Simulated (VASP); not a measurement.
Runs of VASP 6.6.1 on Zn. The structure is that of space group Im-3m (No. 229), or close to it. The cells are those of the table. This isn't the form of Zn at room conditions, which is hcp.

```csv
task,cell,gap on the mesh (eV),pressure (GPa)
single point,"a = 2.553 Å, angles 109.5°, 1 atom",none,(a)
single point,"a = 2.616 Å, angles 109.5°, 1 atom",none,10.5
relaxation of cell and atoms,"relaxed to 20 GPa from a = 2.711 Å, angles 109.5°, 1 atom",none,20.0
single point,"a = 2.658 Å, angles 109.5°, 1 atom",none,5.4
relaxation of cell and atoms,"relaxed from a = 2.711 Å, angles 109.5°, 1 atom",none,0.0
```

Alike in all rows: level PBE; potentials or basis VASP PAW PBE potentials, release 64 (Zn); no spin polarisation; k mesh 10 × 10 × 10; cutoff (eV) 500; smearing fermi-dirac 0.05 eV.

Task: Fill in the values left out.

Result: (a) 20.6.

Caveats: the cell stands under pressure (at least some runs); the cell is relaxed towards a set pressure, so the run minimises the enthalpy, not the energy (at least some runs).

A gap of «none» marks levels without a gap at the run's occupations.
